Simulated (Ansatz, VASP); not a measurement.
Two plane-wave programs on SiC

INCAR

```
SYSTEM = SiC
PREC = Accurate
ENCUT = 600
EDIFF = 1E-6
ISMEAR = 0
SIGMA = 0.01
LREAL = .FALSE.
LASPH = .TRUE.
NELM = 120
ALGO = Normal
ISIF = 2
LWAVE = .FALSE.
LCHARG = .FALSE.
GGA = PE
NBANDS = 11
GGA_COMPAT = .FALSE.
```

Contents of KPOINTS:

```
regular mesh
0
G
  10 10 10
  0 0 0
```

POSCAR

```
SiC
1.0
    0.0000000000      2.1898722361      2.1898722361
    2.1898722361      0.0000000000      2.1898722361
    2.1898722361      2.1898722361      0.0000000000
Si C
1 1
Direct
    0.0000000000      0.0000000000      0.0000000000
    0.2500000000      0.2500000000      0.2500000000
```

Input for Ansatz:

```yaml
crystal:
  lattice:
    - [0.0, 2.1898722431, 2.1898722431]
    - [2.1898722431, 0.0, 2.1898722431]
    - [2.1898722431, 2.1898722431, 0.0]
  atoms:
    - { symbol: Si, position: [0.0, 0.0, 0.0] }
    - { symbol: C, position: [0.25, 0.25, 0.25] }
basis:
  ecutwfc: 420
kpoints:
  mp_grid: { grid: [10, 10, 10] }
  band_path:
    path:
      - [0.0, 0.0, 0.0]
      - [0.0, 0.0, 0.0]
      - [0.0, 0.0, 0.0]
      - [0.0, 0.0, 0.0]
      - [0.0, 0.0, 0.0]
      - [0.0, 0.0, 0.0]
      - [0.0, 0.0, 0.0]
      - [0.0, 0.0, 0.0]
      - [0.0, 0.0, 0.0]
      - [0.0, 0.0, 0.0]
      - [0.0, 0.0, 0.0]
      - [0.0, 0.0, 0.0]
      - [0.0, 0.0, 0.0]
      - [0.0, 0.0, 0.0]
      - [0.0, 0.0, 0.0]
      - [0.0, 0.0, 0.0]
      - [0.0, 0.0, 0.0]
      - [0.0, 0.0, 0.0]
      - [0.0, 0.0, 0.0]
      - [0.0, 0.0, 0.0]
      - [0.0, 0.0, 0.0]
      - [0.0, 0.0, 0.0]
      - [0.0, 0.0, 0.0]
      - [0.0, 0.0, 0.0]
      - [0.0, 0.0, 0.0]
      - [0.0, 0.0, 0.0]
      - [0.3, 0.3, 0.0]
      - [0.3166666667, 0.3166666667, 0.0]
      - [0.3333333333, 0.3333333333, 0.0]
      - [0.35, 0.35, 0.0]
      - [0.3666666667, 0.3666666667, 0.0]
      - [0.3833333333, 0.3833333333, 0.0]
      - [0.4, 0.4, 0.0]
      - [0.4166666667, 0.4166666667, 0.0]
      - [0.4333333333, 0.4333333333, 0.0]
      - [0.45, 0.45, 0.0]
      - [0.4666666667, 0.4666666667, 0.0]
      - [0.4833333333, 0.4833333333, 0.0]
      - [0.5, 0.5, 0.0]
      - [0.5, 0.5, 0.5]
      - [0.5, 0.5, 0.5]
      - [0.5, 0.5, 0.5]
      - [0.5, 0.5, 0.5]
      - [0.5, 0.5, 0.5]
      - [0.5, 0.5, 0.5]
      - [0.5, 0.5, 0.5]
      - [0.5, 0.5, 0.5]
      - [0.5, 0.5, 0.5]
      - [0.5, 0.5, 0.5]
      - [0.5, 0.5, 0.5]
      - [0.5, 0.5, 0.5]
      - [0.5, 0.5, 0.5]
    npoints: 1
hamiltonian:
  xc: pbe
  pseudopotentials: { kind: paw }
scf:
  occupations: { method: fixed }
  n_extra_bands: 5
output:
  eigenvalues: true
```

Alike in both runs: task single point; functional PBE; k mesh 10 × 10 × 10; no spin polarisation.

```csv
,VASP,Ansatz
version,VASP 6.6.1,Ansatz 0.2.0
potentials or method,"VASP PAW PBE potentials, release 64 (Si, C), cutoff 600 eV","scalar-relativistic, plane waves, PAW"
occupations,"gaussian, width 0.01 eV",fixed
valence electrons in the cell,8,8
```

```csv
,VASP,Ansatz,Ansatz less VASP
gap on the k mesh at the Fermi level (eV),1.37,1.37,+0.002
least direct gap on the mesh (eV),4.53,4.53,+0.003
```
